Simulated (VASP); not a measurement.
Pd: single point with PBE+D4

The system is Pd.

```
Pd
1.0
     0.00000    1.95315    1.95315
     1.95315    0.00000    1.95315
     1.95315    1.95315    0.00000
Pd
1
Direct
  0.00000 0.00000 0.00000
```

- Program: VASP 6.6.1
- Task: single point
- Functional: PBE
- Dispersion: D4
- Potentials or basis: VASP PAW PBE potentials, release 64 (Pd)
- Cutoff: 520 eV
- k mesh: 12 × 12 × 12
- Occupations: fermi-dirac, width 0.05 eV
- Spin: no spin polarisation

| Item | Value |
| --- | --- |
| Pressure | -0.4 GPa |
| Band gap on the k mesh | zero (band 5 reaches 9.88 eV, above the bottom of band 6 at 8.33 eV) |
| Dispersion energy per atom | -0.488 eV |

Levels at points of the mesh, in eV from the Fermi level:
```
           k point  band 2  band 3  band 4  band 5  band 6  band 7  band 8  band 9
(0.00, 0.00, 0.00)   -2.77   -2.77   -2.77   -1.19   -1.19   17.22   21.94   21.94
(0.50, 0.00, 0.00)   -2.82   -2.82   -0.01   -0.01    1.07    7.27   16.58   21.04
(0.50, 0.50, 0.00)   -5.00   -0.03    0.30    0.30    3.38   10.69   13.19   13.19
```

Wall time 17 s on 1 thread of Intel Xeon 8259CL, on a shared host, peak memory 0.15 GiB.

Caveat: pairwise dispersion overbinds metals, which lowers pressure and volume.
